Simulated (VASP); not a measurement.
Here is a VASP 6.6.1 calculation.

File INCAR:

```
PREC     = Accurate       # precision mode
ENCUT    = 520            # plane-wave cutoff, eV
EDIFF    = 1E-6           # SCF threshold, eV
ISMEAR   = 0              # smearing method
SIGMA    = 0.1            # smearing width, eV
LREAL    = F              # projectors in reciprocal space
LASPH    = T              # aspherical terms in the spheres
NELM     = 100            # most SCF steps
ALGO     = Fast           # electronic algorithm
ISIF     = 2              # what is computed and relaxed
LWAVE    = F              # write WAVECAR
LCHARG   = F              # write CHGCAR
NBANDS   = 16             # bands
```

KPOINTS

```
Automatic mesh
0
Gamma
  14 14 14
```

Contents of POSCAR:

```
AlRu
1.0
    2.9539306762      0.0000000000      0.0000000000
    0.0000000000      2.9539306762      0.0000000000
    0.0000000000      0.0000000000      2.9539306762
Al Ru
1 1
Direct
    0.0000000000      0.0000000000      0.0000000000
    0.5000000000      0.5000000000      0.5000000000
```

Potentials or basis: VASP PAW LDA potentials, release 64 (Al, Ru_pv).

Run with:

```sh
$ cat potpaw_LDA.64/Al/POTCAR potpaw_LDA.64/Ru_pv/POTCAR > POTCAR
$ mpirun -np 1 vasp_std > vasp.out
```

Task: What does it give for the pressure?

Result: 0.6 GPa.
